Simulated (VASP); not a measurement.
Set up this calculation in VASP 6.6.1, as the native input.

```
Task                   : single point
Functional             : PBE
Potentials or basis    : VASP PAW PBE potentials, release 64 (Si, W_sv)
Cutoff                 : 520 eV
k mesh                 : 12 × 12 × 6
Occupations            : gaussian, width 0.1 eV
Spin                   : no spin polarisation
Dipole correction      : no
Further INCAR settings : ALGO = Normal; EDIFF = 1e-06; NBANDS = 31
```

The structure of Si2W lies in POSCAR:

```
Si2W
1.0
    3.3258651738      0.0000000000      0.0000000000
    0.0000000000      3.3258651738      0.0000000000
    0.0000000000      0.0000000000      7.7946056963
Si W
4 2
Direct
    0.0000000000      0.0000000000      0.3352089655
    0.5000000000      0.5000000000      0.1647910345
    0.5000000000      0.5000000000      0.8352089655
    0.0000000000      0.0000000000      0.6647910345
    0.0000000000      0.0000000000      0.0000000000
    0.5000000000      0.5000000000      0.5000000000
```

This cell differs from its parent crystal: biaxial strain in the a-b plane: +3.0 %, then relaxed in part.

These files were run (other wordings do the same):

INCAR

```
PREC = Accurate ; ENCUT = 520
EDIFF = 1E-6 ; ISMEAR = 0
SIGMA = 0.1 ; LREAL = F
LASPH = T ; NELM = 100
ALGO = Normal ; ISIF = 2
LWAVE = F ; LCHARG = T
GGA = PE ; LELF = T
LVHAR = T ; NBANDS = 31
```

KPOINTS

```
Automatic mesh
0
Gamma
  12 12 6
```

Potentials or basis: VASP PAW PBE potentials, release 64 (Si, W_sv).

Command:

```sh
$ cat potpaw_PBE.64/Si/POTCAR potpaw_PBE.64/W_sv/POTCAR > POTCAR
$ mpirun -np 1 vasp_std > vasp.out
```

Results of the run:

* Pressure: -8.8 GPa
* Band gap on the k mesh: zero (bands 22 and 23 overlap by 0.93 eV)

Caveat: the cell differs from its parent crystal (biaxial strain in the a-b plane: +3.0 %, then relaxed in part); the stress differs along the axes, from -13 to 0 GPa; spin-orbit coupling is left out, which moves the levels of the heavy elements.

Run time: 4.4 min on 1 thread of Intel(R) Xeon(R) Platinum 8259CL CPU @ 2.50GHz (Skylake/Cascade Lake), on a shared host, peak memory 0.37 GiB.
